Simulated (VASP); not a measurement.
Input of a VASP 6.6.1 run:

Contents of INCAR:

```
PREC = Accurate ; ENCUT = 520
EDIFF = 1E-6 ; ISMEAR = 0
SIGMA = 0.15 ; LREAL = Auto
LASPH = True ; NELM = 80
ALGO = Normal ; ISIF = 2
LWAVE = False ; LCHARG = False
GGA = PE ; NBANDS = 32
```

The input KPOINTS:

```
Automatic mesh
0
Gamma
  5 5 3
```

POSCAR

```
LiBe16
1.0
   -2.2900000000     -3.9663960000      0.0000000000
    3.4350000000     -1.9831980000      0.0000000000
    0.0000000000      0.0000000000      7.1768600000
Be Li
16 1
Direct
    0.7727918313      0.3395054712     -0.0074292936
    0.4945428255      0.4014925969      0.2468232625
    0.7431662491      0.5391309200      0.4931365528
    0.4946482930      0.4019043933      0.7394504003
    0.5593953273     -0.2758622127     -0.0065598326
    0.2404607128      0.8527805043      0.2473158178
    0.4836151197      0.0448426853      0.4932374325
    0.2403876856      0.8526366230      0.7389292811
    0.1755869447      0.5440710635     -0.0070847139
    0.0069363843      0.3480018399      0.2476100969
    0.2391022112      0.5351956517      0.4930326076
    0.0073640108      0.3478051193      0.7380939575
   -0.0323505237     -0.0546773506     -0.0064377736
    0.7356797456      0.8988814025      0.2465114270
   -0.0103694172      0.0286008834      0.4931783538
    0.7359277479      0.8989486296      0.7403409012
    0.3735099991      0.1335274812      0.9930154692
```

Potentials or basis: VASP PAW PBE potentials, release 64 (Be, Li_sv).

Run with:

```bash
$ cat potpaw_PBE.64/Be/POTCAR potpaw_PBE.64/Li_sv/POTCAR > POTCAR
$ mpirun -np 1 vasp_std > vasp.out
```

**Question.** Estimate the largest force.

**Answer.** 0.019 eV/Å.

Forces in eV/Å, atoms in the order of the input:
```
Be  -0.003 -0.008  0.003
Be   0.000 -0.006  0.002
Be   0.007 -0.006 -0.001
Be  -0.002 -0.003 -0.005
Be  -0.013 -0.005  0.001
Be  -0.003  0.001  0.003
Be  -0.005 -0.004  0.000
Be   0.002  0.001 -0.005
Be   0.018  0.005  0.000
Be   0.003  0.003  0.000
Be  -0.006 -0.001  0.000
Be   0.003  0.003  0.002
Be  -0.009  0.007 -0.002
Be   0.002  0.002  0.001
Be   0.002 -0.002 -0.003
Be   0.004  0.001 -0.002
Li  -0.001  0.012  0.007
```
